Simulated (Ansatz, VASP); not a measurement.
# One calculation of HfN, two programs

The input INCAR:

```
SYSTEM = HfN
  ALGO = Normal
  EDIFF = 1E-6
  ENCUT = 520
  GGA = CA
  ISIF = 2
  ISMEAR = 0
  LASPH = .True.
  LCHARG = .False.
  LREAL = .False.
  LWAVE = .False.
  NBANDS = 23
  NELM = 100
  PREC = Accurate
  SIGMA = 0.15
```

The input KPOINTS:

```
k-points
0
Gamma
  14 14 10
  0 0 0
```

The input POSCAR:

```
HfN
1.0
    0.0000000000     -2.2339756809     -2.2339756809
    0.0000000000      2.2339756809     -2.2339756809
    4.4679513618      0.0000000000      0.0000000000
Hf N
2 2
Direct
    0.5053326150      0.4946673850      0.5000000000
   -0.0053326150      0.0053326150      0.0000000000
    0.5119441949      0.4880558051      0.0000000000
   -0.0119441949      0.0119441949      0.5000000000
```

Input for Ansatz:

```yaml
crystal:
  lattice:
    - [0.0, -2.2339756809, -2.2339756809]
    - [0.0, 2.2339756809, -2.2339756809]
    - [4.4679513618, 0.0, 0.0]
  atoms:
    - { symbol: Hf, position: [0.505332615, 0.494667385, 0.5] }
    - { symbol: Hf, position: [-0.005332615, 0.005332615, 0.0] }
    - { symbol: "N", position: [0.5119441949, 0.4880558051, 0.0] }
    - { symbol: "N", position: [-0.0119441949, 0.0119441949, 0.5] }
basis:
  ecutwfc: 520.0
kpoints:
  mp_grid: { grid: [14, 14, 10] }
hamiltonian:
  xc: lda
  pseudopotentials: { kind: paw, azcp: { folder: soft_1 } }
scf:
  occupations: { method: gaussian, width: 0.15 }
output:
  forces: true
  stress: true
  eigenvalues: true
```

Change from the starting cell: mode 4 frozen in at -0.021 Å and mode 11 at -0.065 Å (largest displacements).

Alike in both runs: task single point; functional LDA; k mesh 14 × 14 × 10; occupations gaussian, width 0.15 eV; no spin polarisation.

|  | VASP | Ansatz |
| --- | --- | --- |
| version | VASP 6.6.1 | Ansatz 0.2.0 |
| potentials or method | VASP PAW LDA potentials, release 64 (Hf_pv, N), cutoff 520 eV | scalar-relativistic, plane waves, PAW |
| valence electrons in the cell | 30 | 62 |

```csv
,VASP,Ansatz,Ansatz less VASP
gap on the k mesh at the Fermi level (eV),none,none,-
pressure (GPa),-0.3,0.9,+1.18
"traceless stress, the component that is largest in VASP (GPa)",1.92,1.92,0.000
rms of the force components (eV/Å),0.503,0.504,+0.0005
```

Ansatz warns that its potentials were made for another functional, while VASP's fit it. LDA's correlation is that of Perdew and Zunger in VASP and of Perdew and Wang (1992) in Ansatz. Atom by atom the forces differ by 0.001 eV/Å (rms over components). A gap of «none» marks a metal or a gap that the smearing closes. VASP's potentials hold 30 valence electrons a cell and Ansatz's 62, so a difference there can come from the potentials and not from the codes.

Spin-orbit coupling is off throughout.
